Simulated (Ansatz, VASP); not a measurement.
CsSnBr3: VASP beside Ansatz

```
CELL_PARAMETERS angstrom
5.84115 0.00000 0.00000
0.00000 5.84115 0.00000
0.00000 0.00000 5.84115
ATOMIC_POSITIONS crystal
Cs 0.00000 0.00000 0.00000
Sn 0.50000 0.50000 0.50000
Br 0.50000 0.50000 0.00000
Br 0.50000 0.00000 0.50000
Br 0.00000 0.50000 0.50000
```

Alike in both runs: task single point; functional LDA; k mesh 4 × 4 × 4; no spin polarisation.

```csv
,VASP,Ansatz
version,VASP 6.6.1,Ansatz 0.2.0
potentials or method,"VASP PAW LDA potentials, release 64 (Cs_sv, Sn_d, Br)","plane waves, PAW"
plane-wave cutoff (eV),500,420
occupations,"gaussian, width 0.01 eV",fixed
valence electrons in the cell,44,44
```

Ansatz gave:

```
gap on the k mesh at the Fermi level (eV) : 0.43
pressure (GPa)                            : -1.8
```

**Question.** What did VASP give for the same quantities?

**Answer.** gap on the k mesh at the Fermi level (eV): 0.41; pressure (GPa): -1.7.

LDA's correlation is that of Perdew and Zunger in VASP and of Perdew and Wang (1992) in Ansatz.

Neither program's run includes spin-orbit coupling.
